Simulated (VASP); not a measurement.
Here is a VASP 6.6.1 calculation.

File INCAR:

```
PREC = Accurate
ENCUT = 600
EDIFF = 1E-7
ISMEAR = 0
SIGMA = 0.1
LREAL = F
LASPH = T
NELM = 60
ALGO = Normal
ISIF = 3
LWAVE = F
LCHARG = F
GGA = PE
IBRION = 2
NSW = 100
EDIFFG = -0.01
```

The input KPOINTS:

```
regular mesh
0
Gamma
  6 6 8
```

The input POSCAR:

```
Mg7O
1.0
    5.8347444894      0.0000000000      0.0000000000
   -2.9173722447      5.0530369524      0.0000000000
    0.0000000000      0.0000000000      5.7512812129
Mg O
7 1
Direct
    0.5000000000      0.0000000000      0.7506004864
    0.0000000000      0.5000000000      0.7506004864
    0.5000000000      0.5000000000      0.7506004864
    0.0000000000      0.5000000000      0.2493995136
    0.5000000000      0.0000000000      0.2493995136
    0.5000000000      0.5000000000      0.2493995136
    0.0000000000      0.0000000000      0.5000000000
    0.0000000000      0.0000000000      0.0000000000
```

Potentials or basis: VASP PAW PBE potentials, release 64 (Mg, O).

The run is started by

```sh
$ cat potpaw_PBE.64/Mg/POTCAR potpaw_PBE.64/O/POTCAR > POTCAR
$ mpirun -np 1 vasp_std > vasp.out
```

Task: What does it give for the space group after relaxing (to 0.1 Å)?

Result: P6/mmm (No. 191).

Task: Estimate the relaxed volume.

Result: 21.14 Å³/atom.

Task: What does it give for the band gap on the k mesh?

Result: Zero (bands 10 and 11 overlap by 0.85 eV).

Final structure:
```xyz
8
Lattice="5.8101 0.0000 0.0000 -2.9051 5.0317 0.0000 0.0000 0.0000 5.7846" Properties=species:S:1:pos:R:3 pbc="T T T"
Mg    2.9051    0.0000    4.3472
Mg   -1.4525    2.5159    4.3472
Mg    1.4525    2.5159    4.3472
Mg   -1.4525    2.5159    1.4375
Mg    2.9051    0.0000    1.4375
Mg    1.4525    2.5159    1.4375
Mg    0.0000    0.0000    2.8923
O     0.0000    0.0000    0.0000
```
